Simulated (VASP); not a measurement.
# SnO2 (Pbcn) in VASP: further runs, part 2 of 2

VASP 6.6.1. Earlier steps stand in the parts before.

## (3) Single point, LDA (volume scaled by 0.91, then relaxed in part)

Contents of INCAR:

```
PREC     = Accurate       # precision mode
ENCUT    = 520            # plane-wave cutoff, eV
EDIFF    = 1E-7           # SCF threshold, eV
ISMEAR   = 0              # smearing method
SIGMA    = 0.02           # smearing width, eV
LREAL    = F              # projectors in reciprocal space
LASPH    = T              # aspherical terms in the spheres
NELM     = 80             # most SCF steps
ALGO     = Normal         # electronic algorithm
ISIF     = 2              # what is computed and relaxed
LWAVE    = F              # write WAVECAR
LCHARG   = T              # write CHGCAR
GGA      = CA             # functional
LELF     = T              # ELF
LVHAR    = T            
NBANDS   = 64             # bands
LUSENCCL = F
```

Contents of KPOINTS:

```
Automatic mesh
0
Gamma
  6 6 6
```

Contents of POSCAR:

```
SnO2
1.0
    4.6230781173      0.0000000000      0.0000000000
    0.0000000000      5.4507541937      0.0000000000
    0.0000000000      0.0000000000      5.0343338193
Sn O
4 8
Direct
    0.5000000000      0.6789475282      0.7500000000
    0.0000000000      0.8210524718      0.2500000000
    0.5000000000      0.3210524718      0.2500000000
    0.0000000000      0.1789475282      0.7500000000
    0.7379903265      0.5917809700      0.0702101003
    0.2379903265      0.9082190300      0.9297898997
    0.7620096735      0.9082190300      0.5702101003
    0.2620096735      0.5917809700      0.4297898997
    0.7379903265      0.4082190300      0.5702101003
    0.2379903265      0.0917809700      0.4297898997
    0.7620096735      0.0917809700      0.0702101003
    0.2620096735      0.4082190300      0.9297898997
```

Potentials or basis: VASP PAW LDA potentials, release 64 (Sn_d, O).

Launch:

```sh
$ cat potpaw_LDA.64/Sn_d/POTCAR potpaw_LDA.64/O/POTCAR > POTCAR
$ mpirun -np 1 vasp_std > vasp.out
```

OUTCAR:

```text
PREC = Accurate
   ENCUT = 520
   EDIFF = 1E-7
   ISMEAR = 0
   LREAL = F
   LASPH = T
   NELM = 80
   ISIF = 2
   GGA = CA

 ion  position               nearest neighbor table
   1  0.500  0.679  0.750-   6 1.96   7 1.96   5 2.01   8 2.01   9 2.05  12 2.05   3 3.18   3 3.18
                             2 3.50   2 3.50   2 3.50   2 3.50   4 3.57   4 3.57   4 3.57   4 3.57
   2  0.000  0.821  0.250-   5 1.96   8 1.96   7 2.01   6 2.01  10 2.05  11 2.05   4 3.18   4 3.18
                             1 3.50   1 3.50   1 3.50   1 3.50   3 3.57   3 3.57   3 3.57   3 3.57
[... 1848 lines left out ...]
 VOLUME and BASIS-vectors are now :
 -----------------------------------------------------------------------------
  energy-cutoff  :      520.00
  volume of cell :      126.86
      direct lattice vectors                 reciprocal lattice vectors
     4.623078117  0.000000000  0.000000000     0.216306101  0.000000000  0.000000000
     0.000000000  5.450754194  0.000000000     0.000000000  0.183460850  0.000000000
     0.000000000  0.000000000  5.034333819     0.000000000  0.000000000  0.198636013

 POSITION                                       TOTAL-FORCE (eV/Angst)
 -----------------------------------------------------------------------------------
      2.31154      3.70078      3.77575         0.000000      0.030030      0.000000
      0.00000      4.47536      1.25858        -0.000000     -0.030030      0.000000
      2.31154      1.74998      1.25858        -0.000000     -0.030030      0.000000
      0.00000      0.97540      3.77575         0.000000      0.030030      0.000000
      3.41179      3.22565      0.35346         0.018990     -0.018227     -0.001578
      1.10025      4.95048      4.68087         0.018990      0.018227      0.001578
      3.52283      4.95048      2.87063        -0.018990      0.018227     -0.001578
      1.21129      3.22565      2.16371        -0.018990     -0.018227      0.001578
      3.41179      2.22510      2.87063         0.018990      0.018227     -0.001578
      1.10025      0.50028      2.16371         0.018990     -0.018227      0.001578
      3.52283      0.50028      0.35346        -0.018990     -0.018227     -0.001578
      1.21129      2.22510      4.68087        -0.018990      0.018227      0.001578
 -----------------------------------------------------------------------------------
    total drift:                               -0.000000      0.000000      0.000000

  FREE ENERGIE OF THE ION-ELECTRON SYSTEM (eV)
  ---------------------------------------------------
  free  energy   TOTEN  =       -83.5106048109 eV

  energy  without entropy=      -83.5106048109  energy(sigma->0) =      -83.51060481
```

OSZICAR:

```text
N       E                     dE             d eps       ncg     rms          rms(c)
DAV:   1     0.161653619474E+04    0.16165E+04   -0.48422E+04  9616   0.270E+03
DAV:   2     0.255045632307E+03   -0.13615E+04   -0.12862E+04  8536   0.824E+02
DAV:   3    -0.680928539853E+02   -0.32314E+03   -0.31562E+03  8760   0.288E+02
DAV:   4    -0.956130764818E+02   -0.27520E+02   -0.27224E+02 10256   0.935E+01
DAV:   5    -0.963987157258E+02   -0.78564E+00   -0.78321E+00  9696   0.161E+01    0.236E+01
DAV:   6    -0.834984117343E+02    0.12900E+02   -0.41467E+01 13216   0.711E+01    0.895E+00
DAV:   7    -0.836906441596E+02   -0.19223E+00   -0.55293E+00  9208   0.988E+00    0.495E+00
DAV:   8    -0.835577072882E+02    0.13294E+00   -0.79647E-01 11744   0.807E+00    0.125E+00
DAV:   9    -0.835105891481E+02    0.47118E-01   -0.25852E-01 12312   0.618E+00    0.295E-01
DAV:  10    -0.835104890236E+02    0.10012E-03   -0.18613E-02 11264   0.975E-01    0.101E-01
DAV:  11    -0.835106177744E+02   -0.12875E-03   -0.14579E-03 11664   0.345E-01    0.287E-02
DAV:  12    -0.835106199129E+02   -0.21385E-05   -0.12191E-04 11176   0.112E-01    0.247E-02
DAV:  13    -0.835106035476E+02    0.16365E-04   -0.67746E-05 11808   0.112E-01    0.550E-03
DAV:  14    -0.835106049078E+02   -0.13601E-05   -0.14681E-05  9560   0.194E-02    0.489E-03
DAV:  15    -0.835106048109E+02    0.96897E-07   -0.72792E-07 11104   0.817E-03
   1 F= -.83510605E+02 E0= -.83510605E+02  d E =-.757551E-16
```

stdout:

```text
Offloading initialized ...    1 GPUs detected
 POSCAR found type information on POSCAR SnO
 POSCAR found :  2 types and      12 ions
 scaLAPACK will be used selectively (only on CPU)
 LDA part: xc-table for (Slater(with rela. corr.)+CA(PZ))
 , standard interpolation
 POSCAR, INCAR and KPOINTS ok, starting setup
 FFT: planning ... GRIDC
 FFT: planning ... GRID_SOFT
 FFT: planning ... GRID
 WAVECAR not read
 entering main loop
```

It took 6.8 min on 1 × NVIDIA H100 80GB with 1 thread of AMD EPYC 7R13 (Zen 3), shared host; peak memory 1.5 GiB.

What came out:

* Free energy: -83.5106 eV
* Pressure: 23.3 GPa
* Largest force: 0.030 eV/Å
* Band gap on the k mesh: 2.46 eV, direct

Forces in eV/Å, atoms in the order of the input:
```
Sn   0.000  0.030  0.000
Sn   0.000 -0.030  0.000
Sn   0.000 -0.030  0.000
Sn   0.000  0.030  0.000
O    0.019 -0.018 -0.002
O    0.019  0.018  0.002
O   -0.019  0.018 -0.002
O   -0.019 -0.018  0.002
O    0.019  0.018 -0.002
O    0.019 -0.018  0.002
O   -0.019 -0.018 -0.002
O   -0.019  0.018  0.002
```

Levels at points of the mesh, in eV from the valence-band top:
```
           k point  band 48  band 49  band 50  band 51  band 52  band 53  band 54  band 55  band 56  band 57
(0.00, 0.00, 0.00)    -0.53    -0.47    -0.29    -0.22     0.00     2.46     6.99     7.05     7.33     7.37
(0.50, 0.00, 0.00)    -0.78    -0.40    -0.40    -0.14    -0.14     5.39     5.39     6.17     6.17     8.49
(0.00, 0.50, 0.00)    -1.03    -0.89    -0.89    -0.14    -0.14     5.14     5.14     7.59     7.59     9.02
(0.50, 0.50, 0.00)    -0.72    -0.65    -0.65    -0.44    -0.44     5.99     5.99     6.94     6.94     9.37
(0.00, 0.00, 0.50)    -0.78    -0.38    -0.38    -0.17    -0.17     5.37     5.37     6.92     6.92     8.52
(0.50, 0.00, 0.50)    -1.02    -0.31    -0.31    -0.31    -0.31     5.79     5.79     5.79     5.79     8.62
(0.00, 0.50, 0.50)    -1.22    -0.44    -0.44    -0.44    -0.44     6.50     6.50     6.50     6.50     9.46
(0.50, 0.50, 0.50)    -1.15    -0.57    -0.57    -0.57    -0.57     6.33     6.33     6.33     6.33     9.18
```

Caveat: spin-orbit coupling is left out, which moves the levels of the heavy elements.

## (4) Single point, LDA (volume scaled by 0.94, then relaxed in part)

Contents of INCAR:

```
SYSTEM = SnO2
ALGO = Normal
EDIFF = 1E-7
ENCUT = 520
GGA = CA
ISIF = 2
ISMEAR = 0
LASPH = .TRUE.
LCHARG = .FALSE.
LREAL = .FALSE.
LUSENCCL = .FALSE.
LWAVE = .FALSE.
NBANDS = 64
NELM = 80
PREC = Accurate
SIGMA = 0.02
```

Contents of KPOINTS:

```
k-points
0
G
  6 6 6
  0 0 0
```

Contents of POSCAR:

```
SnO2
1.0
    4.6345651778      0.0000000000      0.0000000000
    0.0000000000      5.5469227063      0.0000000000
    0.0000000000      0.0000000000      5.0974760259
Sn O
4 8
Direct
    0.5000000000      0.6734034187      0.7500000000
    0.0000000000      0.8265965813      0.2500000000
    0.5000000000      0.3265965813      0.2500000000
    0.0000000000      0.1734034187      0.7500000000
    0.7356827267      0.5974694245      0.0737296794
    0.2356827267      0.9025305755      0.9262703206
    0.7643172733      0.9025305755      0.5737296794
    0.2643172733      0.5974694245      0.4262703206
    0.7356827267      0.4025305755      0.5737296794
    0.2356827267      0.0974694245      0.4262703206
    0.7643172733      0.0974694245      0.0737296794
    0.2643172733      0.4025305755      0.9262703206
```

Launch:

```sh
$ cat potpaw_LDA.64/Sn_d/POTCAR potpaw_LDA.64/O/POTCAR > POTCAR
$ mpirun -np 1 vasp_std > vasp.out
```

Run time: 5.1 min. Hardware: 1 × NVIDIA H100 80GB with 1 thread of AMD EPYC 7R13 (Zen 3), shared host; peak memory 1.5 GiB.

The run converged. Its results:

```yaml
Free_energy: -84.0066 eV
Pressure: 15.0 GPa
Largest_force: 0.023 eV/Å
Band_gap_on_the_k_mesh: 2.17 eV, direct
```

Forces in eV/Å, atoms in the order of the input:
```
Sn   0.000  0.023  0.000
Sn   0.000 -0.023  0.000
Sn   0.000 -0.023  0.000
Sn   0.000  0.023  0.000
O    0.016 -0.014  0.001
O    0.016  0.014 -0.001
O   -0.016  0.014  0.001
O   -0.016 -0.014 -0.001
O    0.016  0.014  0.001
O    0.016 -0.014 -0.001
O   -0.016 -0.014  0.001
O   -0.016  0.014 -0.001
```

Stress tensor (GPa, compression positive):
```
14.96  0.00  0.00
 0.00 14.92  0.00
 0.00  0.00 15.11
```

Levels at points of the mesh, in eV from the valence-band top:
```tsv
k point	band 49	band 50	band 51	band 52	band 53	band 54	band 55	band 56
(0.00, 0.00, 0.00)	-0.53	-0.26	-0.18	0.00	2.17	6.81	6.85	7.12
(0.50, 0.00, 0.00)	-0.37	-0.37	-0.10	-0.10	5.17	5.17	5.91	5.91
(0.00, 0.50, 0.00)	-0.96	-0.96	-0.12	-0.12	4.84	4.84	7.42	7.42
(0.50, 0.50, 0.00)	-0.66	-0.66	-0.33	-0.33	5.71	5.71	6.71	6.71
(0.00, 0.00, 0.50)	-0.32	-0.32	-0.18	-0.18	5.13	5.13	6.73	6.73
(0.50, 0.00, 0.50)	-0.28	-0.28	-0.28	-0.28	5.57	5.57	5.57	5.57
(0.00, 0.50, 0.50)	-0.39	-0.39	-0.39	-0.39	6.24	6.24	6.24	6.24
(0.50, 0.50, 0.50)	-0.48	-0.48	-0.48	-0.48	6.08	6.08	6.08	6.08
```

Caveat: spin-orbit coupling is left out, which moves the levels of the heavy elements.

## (5) Summary

```tsv
cell	gap on the mesh (eV)	pressure (GPa)	largest force (eV/Å)
a = 4.643, b = 5.324, c = 4.962 Å, 12 atoms	2.70	31.8	0.04
a = 4.623, b = 5.451, c = 5.034 Å, 12 atoms	2.46	23.3	0.03
a = 4.635, b = 5.547, c = 5.097 Å, 12 atoms	2.17	15.0	0.02
```

Alike in all rows: task single point; level LDA; potentials or basis VASP PAW LDA potentials, release 64 (Sn_d, O); no spin polarisation; k mesh 6 × 6 × 6; cutoff (eV) 520; smearing gaussian 0.02 eV.

Caveats: spin-orbit coupling is left out, which moves the levels of the heavy elements.

Absolute energies hang on the potentials; compare differences alone.
